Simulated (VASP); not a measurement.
Write the native input for VASP 6.6.1 that does the following.

* Task: relaxation of cell and atoms
* Functional: PBE
* Dispersion: D3(BJ)
* Potentials or basis: VASP PAW PBE potentials, release 64 (C)
* Cutoff: 600 eV
* k mesh: 18 × 18 × 6
* Occupations: gaussian, width 0.1 eV
* Spin: no spin polarisation
* Dipole correction: no
* Further INCAR settings: ALGO = Normal; EDIFF = 1e-06; IBRION = 2; EDIFFG = -0.02; NSW = 90; ISIF = 3

The structure of C lies in POSCAR:

```
C
1.0
    1.2280479700     -2.1270618200      0.0000000000
    1.2280479700      2.1270618200      0.0000000000
    0.0000000000      0.0000000000      7.1732677600
C
4
Direct
    0.0833794600      0.9166205400      0.7531376000
    0.5833794600      0.4166205400      0.2468624000
    0.9166205400      0.0833794600      0.2468624000
    0.4166205400      0.5833794600      0.7531376000
```

One way to write it, as run:

INCAR

```
ALGO = Normal ; EDIFF = 1E-6
EDIFFG = -0.02 ; ENCUT = 600
GGA = PE ; IBRION = 2
ISIF = 3 ; ISMEAR = 0
IVDW = 12 ; LASPH = True
LCHARG = False ; LREAL = False
LWAVE = False ; NELM = 100
NSW = 90 ; PREC = Accurate
SIGMA = 0.1
```

KPOINTS

```
k-points
0
Gamma
  18 18 6
```

Potentials or basis: VASP PAW PBE potentials, release 64 (C).

Command:

```sh
$ cat potpaw_PBE.64/C/POTCAR > POTCAR
$ mpirun -np 1 vasp_std > vasp.out
```

Results of the run:

* Relaxed volume: 8.87 Å³/atom
* Relaxed cell: a = 2.465 Å, b = 2.465 Å, c = 6.745 Å, α = 90.00°, β = 90.00°, γ = 119.95°
* Space group after relaxing (to 0.1 Å): Fmmm (No. 69)
* Energy gained by relaxing: 4.4 meV/atom
* Ionic steps: 18
* Pressure after relaxing: 0.0 GPa
* Largest force after relaxing: 0.014 eV/Å
* Dispersion energy per atom: -0.155 eV

Run time: 16 min on 1 thread of AMD EPYC 7R13 Processor (Zen 3), with other jobs on the host, peak memory 0.27 GiB.
